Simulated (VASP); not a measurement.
A run of VASP 6.6.1 is set up as follows.

File INCAR:

```
PREC = Accurate
ENCUT = 600
EDIFF = 1E-6
ISMEAR = 0
SIGMA = 0.01
LREAL = False
LASPH = True
NELM = 80
ALGO = Normal
ISIF = 3
LWAVE = False
LCHARG = False
GGA = PS
IBRION = 2
NSW = 100
EDIFFG = -0.005
```

The input KPOINTS:

```
Automatic mesh
0
Gamma
  10 10 10
```

POSCAR

```
SnTe
1.0
    0.0000000000      3.1508500000      3.1508500000
    3.1508500000      0.0000000000      3.1508500000
    3.1508500000      3.1508500000      0.0000000000
Sn Te
1 1
Direct
    0.0000000000      0.0000000000      0.0000000000
    0.5000000000      0.5000000000      0.5000000000
```

Potentials or basis: VASP PAW PBE potentials, release 64 (Sn_d, Te).

Command:

```sh
$ cat potpaw_PBE.64/Sn_d/POTCAR potpaw_PBE.64/Te/POTCAR > POTCAR
$ mpirun -np 1 vasp_std > vasp.out
```

Q: Estimate the space group after relaxing (to 0.05 Å).

A: Fm-3m (No. 225).

Q: What does it give for the relaxed cell?

A: a = 4.447 Å, b = 4.447 Å, c = 4.447 Å, α = 60.00°, β = 60.00°, γ = 60.00°.

Final structure:
```
Sn Te
1.0
     0.00000    3.14484    3.14484
     3.14484    0.00000    3.14484
     3.14484    3.14484    0.00000
Sn Te
1 1
Direct
  0.00000 0.00000 0.00000
  0.50000 0.50000 0.50000
```
